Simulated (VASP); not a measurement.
# TaSi2 in VASP: further runs

Runs on TaSi2. Level: PBE. Tasks: single point.

Program: VASP 6.6.1. These are calculated values, not measurements. Logs are shortened: lines on timing, memory, paths and dates and some standing lists are left out, and cuts for length are marked.

### 1 The cell of the first run

It takes space group Amm2 (No. 38, orthorhombic). The conventional cell has a = 6.315 Å, b = 3.162 Å, c = 4.954 Å, α = 90.00°, β = 90.00°, γ = 90.00°. Within 3.5 Å of Ta (site symmetry mm2) lie 6 Si at 2.63 to 2.65 Å and 6 Ta at 2.94 to 3.16 Å. Within 3.1 Å of Si (site symmetry m) lie 5 Si at 2.34 to 2.94 Å and 3 Ta at 2.63 to 2.65 Å.

### 2 Single point, PBE

File INCAR:

```
ALGO = Normal
EDIFF = 1E-7
ENCUT = 520
GGA = PE
ISIF = 2
ISMEAR = 0
LASPH = True
LCHARG = True
LELF = True
LREAL = False
LVHAR = True
LWAVE = False
NBANDS = 16
NELM = 80
PREC = Accurate
SIGMA = 0.1
```

File KPOINTS:

```
k-points
0
Gamma
  4 6 6
```

File POSCAR:

```
TaSi2
1.0
    6.3149288741      0.0000000000      0.0000000000
    0.0000000000      1.5808744503      2.4770952924
    0.0000000000     -1.5808744503      2.4770952924
Ta Si
1 2
Direct
    0.0000000000      0.6776842407      0.6776842407
    0.3150422722      0.3316110363      0.3316110363
    0.6849577278      0.3316110363      0.3316110363
```

Potentials or basis: VASP PAW PBE potentials, release 64 (Ta_pv, Si).

On the command line:

```sh
cat potpaw_PBE.64/Ta_pv/POTCAR potpaw_PBE.64/Si/POTCAR > POTCAR
mpirun -np 1 vasp_std > vasp.out
```

OUTCAR:

```text
EDIFF = 1E-7
   ENCUT = 520
   GGA = PE
   ISIF = 2
   ISMEAR = 0
   LASPH = True
   LREAL = False
   NELM = 80
   PREC = Accurate

 ion  position               nearest neighbor table
   1  0.000  0.678  0.678-   2 2.63   3 2.63   2 2.65   3 2.65   2 2.65   3 2.65
   2  0.315  0.332  0.332-   3 2.34   1 2.63   1 2.65   1 2.65
   3  0.685  0.332  0.332-   2 2.34   1 2.63   1 2.65   1 2.65

  LATTYP: Found a base centered orthorhombic cell.
 ALAT       =     3.1617489006
 B/A-ratio  =     1.5669146224
 C/A-ratio  =     1.9972898142

  Lattice vectors:

 A1 = (   0.0000000000,   1.5808744503,  -2.4770952924)
 A2 = (   0.0000000000,   1.5808744503,   2.4770952924)
 A3 = (   6.3149288741,   0.0000000000,   0.0000000000)

Analysis of symmetry for initial positions (statically):
=====================================================================
 Subroutine PRICEL returns:
 Original cell was already a primitive cell.

 Routine SETGRP: Setting up the symmetry group for a
 base centered orthorhombic supercell.

 Subroutine GETGRP returns: Found  4 space group operations
 (whereof  4 operations were pure point group operations)
 out of a pool of  8 trial point group operations.

The static configuration has the point symmetry C_2v.

Analysis of symmetry for dynamics (positions and initial velocities):
=====================================================================
 Subroutine PRICEL returns:
 Original cell was already a primitive cell.

 Routine SETGRP: Setting up the symmetry group for a
 base centered orthorhombic supercell.

 Subroutine GETGRP returns: Found  4 space group operations
 (whereof  4 operations were pure point group operations)
 out of a pool of  8 trial point group operations.

The dynamic configuration has the point symmetry C_2v.

 Subroutine INISYM returns: Found  4 space group operations
 (whereof  4 operations are pure point group operations),
 and found     1 'primitive' translations

----------------------------------------------------------------------------------------

                                     Primitive cell

  volume of cell :      49.4582

  direct lattice vectors                    reciprocal lattice vectors
     6.314928874  0.000000000  0.000000000     0.158354911  0.000000000  0.000000000
     0.000000000  1.580874450  2.477095292     0.000000000  0.316280651  0.201849320
     0.000000000 -1.580874450  2.477095292     0.000000000 -0.316280651  0.201849320

  length of vectors
     6.314928874  2.938565146  2.938565146     0.158354911  0.375202076  0.375202076

  position of ions in fractional coordinates (direct lattice)
     0.000000000  0.677684241  0.677684241
     0.315042272  0.331611036  0.331611036
     0.684957728  0.331611036  0.331611036

  ion indices of the primitive-cell ions
   primitive index   ion index
                 1           1
                 2           2
                 3           3

----------------------------------------------------------------------------------------

 KPOINTS: k-points

Automatic generation of k-mesh.
 Grid dimensions read from file:
 generate k-points for:    4    6    6

 Generating k-lattice:

  Cartesian coordinates                     Fractional coordinates (reciprocal lattice)
     0.039588728  0.000000000  0.000000000     0.250000000  0.000000000  0.000000000
     0.000000000  0.052713442  0.033641553     0.000000000  0.166666667  0.000000000
     0.000000000 -0.052713442  0.033641553     0.000000000  0.000000000  0.166666667

  Length of vectors
     0.039588728  0.062533679  0.062533679

  Shift w.r.t. Gamma in fractional coordinates (k-lattice)
     0.000000000  0.000000000  0.000000000

 Subroutine IBZKPT returns following result:
 ===========================================

 Found     39 irreducible k-points:

 Following reciprocal coordinates:
            Coordinates               Weight
  0.000000  0.000000  0.000000      1.000000
  0.250000  0.000000  0.000000      2.000000
  0.500000  0.000000  0.000000      1.000000
  0.000000  0.166667  0.000000      4.000000
  0.250000  0.166667  0.000000      8.000000
  0.500000  0.166667  0.000000      4.000000
[... 16 lines left out ...]
  0.250000 -0.333333  0.166667      8.000000
  0.500000 -0.333333  0.166667      4.000000
 [... further k-points ...]
   k-points           NKPTS =     39   k-points in BZ     NKDIM =     39   number of bands    NBANDS=     16
   number of dos      NEDOS =    301   number of ions     NIONS =      3
   total plane-waves  NPLWV =  27648
   dimension x,y,z NGX =    48 NGY =   24 NGZ =   24
   dimension x,y,z NGXF=    96 NGYF=   48 NGZF=   48
   ions per type =               1   2
   NGX,Y,Z   is equivalent  to a cutoff of  12.64, 13.58, 13.58 a.u.
   NGXF,Y,Z  is equivalent  to a cutoff of  25.27, 27.16, 27.16 a.u.
 SYSTEM =  unknown system
   PREC   = accura    normal or accurate (medium, high low for compatibility)
   ISTART =      0    job   : 0-new  1-cont  2-samecut
   ICHARG =      2    charge: 1-file 2-atom 10-const
   ISPIN  =      1    spin polarized calculation?
   LNONCOLLINEAR =      F non collinear calculations
   LSORBIT =      F    spin-orbit coupling
   LASPH  =      T    aspherical Exc in radial PAW
   ENCUT  =  520.0 eV  38.22 Ry    6.18 a.u.  11.74  5.46  5.46*2*pi/ulx,y,z
   NELM   =     80;   NELMIN=  2; NELMDL= -5     # of ELM steps
   EDIFF  = 0.1E-06   stopping-criterion for ELM
   LREAL  =      F    real-space projection
   EDIFFG = 0.1E-05   stopping-criterion for IOM
   NSW    =      0    number of steps for IOM
   IBRION =     -1    ionic relax: 0-MD 1-quasi-New 2-CG
   NFREE  =      0    steps in history (QN), initial steepest desc. (CG)
   ISIF   =      2    stress and relaxation
   ISYM   =      2    0-nonsym 1-usesym 2-fastsym
   POTIM  = 0.5000    time-step for ionic-motion
   TEBEG  =    0.0;   TEEND  =   0.0 temperature during run
   PSTRESS=    0.0 pullay stress
   NELECT =      19.0000    total number of electrons
   NUPDOWN=      -1.0000    fix difference up-down
   EMIN   =  10.00;   EMAX   =-10.00  energy-range for DOS
   EFERMI =   0.00;   METHOD = LEGACY
   ISMEAR =     0;   SIGMA  =   0.10  broadening in eV -4-tet -1-fermi 0-gaus
   EFERMI_NEDOS =   21; number of points for ismear=-14 and -15
   IALGO  =     38    algorithm
   IMIX   =      4    mixing-type and parameters
     AMIX     =   0.40;   BMIX     =  1.00
     AMIX_MAG =   1.60;   BMIX_MAG =  1.00
  volume/ion in A,a.u.               =      16.49       111.25
  Fermi-wavevector in a.u.,A,eV,Ry     =   1.190090  2.248944 19.270128  1.416314
  Thomas-Fermi vector in A             =   2.326183
   LORBIT       =      0    0 simple, 1 ext, 2 COOP (PROOUT), +10 PAW based schemes
   GGA     = PE    functional components
   LHFCALC =     F    Hartree Fock is set to
   AEXX    =    0.0000 exact exchange contribution
   IVDW    =     0    specifies the selected vdW correction
   LEPSILON=     F    determine dielectric tensor
   LRPA    =     F    only Hartree local field effects (RPA)
 non-spin polarized calculation
 Gauss-broadening in eV      SIGMA  =   0.10
  energy-cutoff  :      520.00
  volume of cell :       49.46
 maximum number of plane-waves:      1352
 NGX is ok and might be reduce to    48
   NGX = 23   NGY = 11   NGZ = 11

 number of electron      18.9999998 magnetization

 Free energy of the ion-electron system (eV)
  ---------------------------------------------------
  ext. energy  EPLUGINS =         0.00000000
  ---------------------------------------------------
  free energy    TOTEN  =       -22.73994771 eV

  energy without entropy =      -22.72467533  energy(sigma->0) =      -22.73231152

 E-fermi :   7.8950     XC(G=0): -11.3992

 val. band max:        7.8749504608   @ k =   0.0000   0.5000   0.1667
 cond. band min:       7.8960307348   @ k =   0.0000   0.3333   0.1667
 fundamental gap:      0.0210802740
 Fermi energy:         7.8949662851

 k-point     1 :       0.0000    0.0000    0.0000
  band No.  band energies     occupation
      1     -26.5224      2.00000
      2     -26.0798      2.00000
      3     -25.9398      2.00000
      4      -4.5540      2.00000
      5      -0.9648      2.00000
      6       0.5600      2.00000
[... 8 lines left out ...]
     15      15.4564      0.00000
     16      15.7688      0.00000

 k-point     2 :       0.2500    0.0000    0.0000
  band No.  band energies     occupation
      1     -26.5225      2.00000
      2     -26.0798      2.00000
      3     -25.9397      2.00000
      4      -4.3056      2.00000
      5      -2.0306      2.00000
      6       1.8741      2.00000
[... 8 lines left out ...]
     15      15.3708      0.00000
     16      15.4627      0.00000

 k-point     3 :       0.5000    0.0000    0.0000
  band No.  band energies     occupation
      1     -26.5226      2.00000
      2     -26.0798      2.00000
      3     -25.9398      2.00000
      4      -3.8519      2.00000
      5      -2.9246      2.00000
      6       3.3635      2.00000
[... 8 lines left out ...]
     15      15.5274      0.00000
     16      15.5933      0.00000

 k-point     4 :       0.0000    0.1667    0.0000
  band No.  band energies     occupation
      1     -26.4924      2.00000
      2     -26.2366      2.00000
      3     -26.0073      2.00000
      4      -3.9665      2.00000
      5      -0.6078      2.00000
      6       1.2979      2.00000
[... 8 lines left out ...]
     15      14.7039      0.00000
     16      15.0668      0.00000
[... 324 lines left out ...]
 k-point    22 :       0.0000   -0.3333    0.1667
  band No.  band energies     occupation
      1     -26.6358      2.00000
      2     -26.4015      2.00000
      3     -26.2587      2.00000
      4      -1.0158      2.00000
      5       1.0610      2.00000
      6       3.0640      2.00000
[... 8 lines left out ...]
     15      13.5880      0.00000
     16      13.6577      0.00000

 k-point    23 :       0.2500   -0.3333    0.1667
  band No.  band energies     occupation
      1     -26.6358      2.00000
      2     -26.4016      2.00000
      3     -26.2587      2.00000
      4      -0.9857      2.00000
      5       0.9735      2.00000
      6       3.4476      2.00000
[... 8 lines left out ...]
     15      12.9919      0.00000
     16      14.2413      0.00000

 k-point    24 :       0.5000   -0.3333    0.1667
  band No.  band energies     occupation
      1     -26.6358      2.00000
      2     -26.4016      2.00000
      3     -26.2587      2.00000
      4      -0.9563      2.00000
      5       0.9151      2.00000
      6       3.3717      2.00000
[... 8 lines left out ...]
     15      12.9352      0.00000
     16      13.3652      0.00000

 [... further k-points ...]
[... 5 lines left out ...]
  --------------------------------------------------------------------------------------
  -------------------------------------------------------------------------------------
  Total       -0.1377424      0.0535672      0.1167164      0.0000000      0.0000000      0.0000000
  in kB       -4.4621044      1.7352863      3.7809750      0.0000000      0.0000000      0.0000000
  external PRESSURE =       0.3513856 kB  Pullay stress =       0.0000000 kB

 VOLUME and BASIS-vectors are now :
 -----------------------------------------------------------------------------
  energy-cutoff  :      520.00
  volume of cell :       49.46
      direct lattice vectors                 reciprocal lattice vectors
     6.314928874  0.000000000  0.000000000     0.158354911  0.000000000  0.000000000
     0.000000000  1.580874450  2.477095292     0.000000000  0.316280651  0.201849320
     0.000000000 -1.580874450  2.477095292     0.000000000 -0.316280651  0.201849320

 POSITION                                       TOTAL-FORCE (eV/Angst)
 -----------------------------------------------------------------------------------
      0.00000      0.00000      3.35738        -0.000000      0.000000      0.068126
      1.98947      0.00000      1.64286        -0.186323      0.000000     -0.034063
      4.32546      0.00000      1.64286         0.186323      0.000000     -0.034063
 -----------------------------------------------------------------------------------
    total drift:                               -0.000000     -0.000000      0.000370

  FREE ENERGIE OF THE ION-ELECTRON SYSTEM (eV)
  ---------------------------------------------------
  free  energy   TOTEN  =       -22.7399477116 eV

  energy  without entropy=      -22.7246753300  energy(sigma->0) =      -22.73231152
```

Wall time 20 s (1 thread of Intel Xeon Platinum 8259CL at 2.50GHz (Skylake/Cascade Lake), shared host); peak memory 0.18 GiB.

What came out:

* Free energy: -22.7399 eV
* Pressure: 0.0 GPa
* Largest force: 0.189 eV/Å

Forces in eV/Å, atoms in the order of the input:
```
Ta   0.000  0.000  0.068
Si  -0.186  0.000 -0.034
Si   0.186  0.000 -0.034
```

Stress tensor (GPa, compression positive):
```
-0.45  0.00  0.00
 0.00  0.17  0.00
 0.00  0.00  0.38
```

Caveat: the k points lie up to 0.39 Å⁻¹ apart; spin-orbit coupling is left out, which moves the levels of the heavy elements.

(Part 1 of 2 ends here.)
